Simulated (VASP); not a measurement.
Runs of VASP 6.6.1 on Pt. The structure is that of space group Fm-3m (No. 225), or close to it. The cells are those of the table. 

```csv
task,cell,k mesh,cutoff (eV),smearing,gap on the mesh (eV),pressure (GPa),relaxed volume (Å³/atom)
single point,"a = 2.753 Å, angles 60.0°, 1 atom",18 × 18 × 18,520,gaussian 0.1 eV,none,0.8,-
relaxation of cell and atoms,"relaxed from a = 2.753 Å, angles 60.0°, 1 atom",18 × 18 × 18,600,fermi-dirac 0.15 eV,none,0.0,(a)
relaxation of cell and atoms,"relaxed from a = 2.788 Å, angles 60.0°, 1 atom",8 × 8 × 8,600,gaussian 0.1 eV,none,-0.1,14.77
single point,"a = 2.756 Å, angles 60.0°, 1 atom",18 × 18 × 18,520,fermi-dirac 0.15 eV,none,0.8,-
relaxation of cell and atoms,"relaxed from a = 2.752 Å, angles 60.0°, 1 atom",18 × 18 × 18,600,gaussian 0.1 eV,none,0.0,14.80
single point,"a = 2.752 Å, angles 60.0°, 1 atom",8 × 8 × 8,520,gaussian 0.1 eV,none,0.7,-
```

Alike in all rows: level LDA; potentials or basis VASP PAW LDA potentials, release 64 (Pt); no spin polarisation.

Problem. Fill in the values left out.

Solution. (a) 14.84.

Caveats: spin-orbit coupling is left out, which moves the levels of the heavy elements.

A k mesh can miss the band edges, and the runs leave out spin-orbit coupling on Pt.

A gap of «none» marks levels without a gap at the run's occupations.
